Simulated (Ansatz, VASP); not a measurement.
# Two plane-wave programs on Al2Cu

File INCAR:

```
SYSTEM = Al2Cu
PREC     = Accurate       ! precision mode
ENCUT    = 520            ! plane-wave cutoff, eV
EDIFF    = 1E-6           ! SCF threshold, eV
ISMEAR   = 0              ! smearing method
SIGMA    = 0.15           ! smearing width, eV
LREAL    = .FALSE.        ! projectors in reciprocal space
LASPH    = .TRUE.         ! aspherical terms in the spheres
NELM     = 60             ! most SCF steps
ALGO     = Fast           ! electronic algorithm
ISIF     = 2              ! what is computed and relaxed
LWAVE    = .FALSE.        ! write WAVECAR
LCHARG   = .FALSE.        ! write CHGCAR
GGA      = PS             ! functional
NBANDS   = 26             ! bands
```

Contents of KPOINTS:

```
regular mesh
0
G
  10 10 10
  0 0 0
```

File POSCAR:

```
Al2Cu
1.0
   -2.9066000000      2.9066000000      2.3172500000
    2.9066000000     -2.9066000000      2.3172500000
    2.9066000000      2.9066000000     -2.3172500000
Al Cu
4 2
Direct
    0.1593210787      0.6593210787      0.8186421574
    0.6593210787      0.8406789213      0.5000000000
    0.8406789213      0.3406789213      0.1813578426
    0.3406789213      0.1593210787      0.5000000000
    0.7500000000      0.7500000000      0.0000000000
    0.2500000000      0.2500000000      0.0000000000
```

Input for Ansatz:

```yaml
crystal:
  lattice:
    - [-2.9066, 2.9066, 2.31725]
    - [2.9066, -2.9066, 2.31725]
    - [2.9066, 2.9066, -2.31725]
  atoms:
    - { symbol: Al, position: [0.1593210787, 0.6593210787, 0.8186421574] }
    - { symbol: Al, position: [0.6593210787, 0.8406789213, 0.5] }
    - { symbol: Al, position: [0.8406789213, 0.3406789213, 0.1813578426] }
    - { symbol: Al, position: [0.3406789213, 0.1593210787, 0.5] }
    - { symbol: Cu, position: [0.75, 0.75, 0.0] }
    - { symbol: Cu, position: [0.25, 0.25, 0.0] }
basis:
  ecutwfc: 520.0
kpoints:
  mp_grid: { grid: [10, 10, 10] }
hamiltonian:
  xc: pbesol
  pseudopotentials: { kind: paw, azcp: { folder: soft_1 } }
scf:
  occupations: { method: gaussian, width: 0.15 }
output:
  forces: true
  stress: true
  eigenvalues: true
```

Alike in both runs: task single point; functional PBEsol; k mesh 10 × 10 × 10; occupations gaussian, width 0.15 eV; no spin polarisation.

```csv
,VASP,Ansatz
version,VASP 6.6.1,Ansatz 0.2.0
potentials or method,"VASP PAW PBE potentials, release 64 (Al, Cu), cutoff 520 eV","scalar-relativistic, plane waves, PAW"
valence electrons in the cell,34,50
```

VASP gave:

```
gap on the k mesh at the Fermi level (eV)                     : none
pressure (GPa)                                                : 14.4
traceless stress, the component that is largest in VASP (GPa) : 1.37
rms of the force components (eV/Å)                            : 0.064
```

Which values does Ansatz return?

gap on the k mesh at the Fermi level (eV): none; pressure (GPa): 14.0; traceless stress, the component that is largest in VASP (GPa): 1.36; rms of the force components (eV/Å): 0.064.

VASP's potentials were made for PBE, not for PBEsol, and Ansatz warns of the same on its side. Atom by atom the forces differ by 0.001 eV/Å (rms over components). A gap of «none» marks a metal or a gap that the smearing closes. The functional is the same, so the differences come from potentials, cutoffs and numerics. VASP's potentials hold 34 valence electrons a cell and Ansatz's 50, so a difference there can come from the potentials and not from the codes.
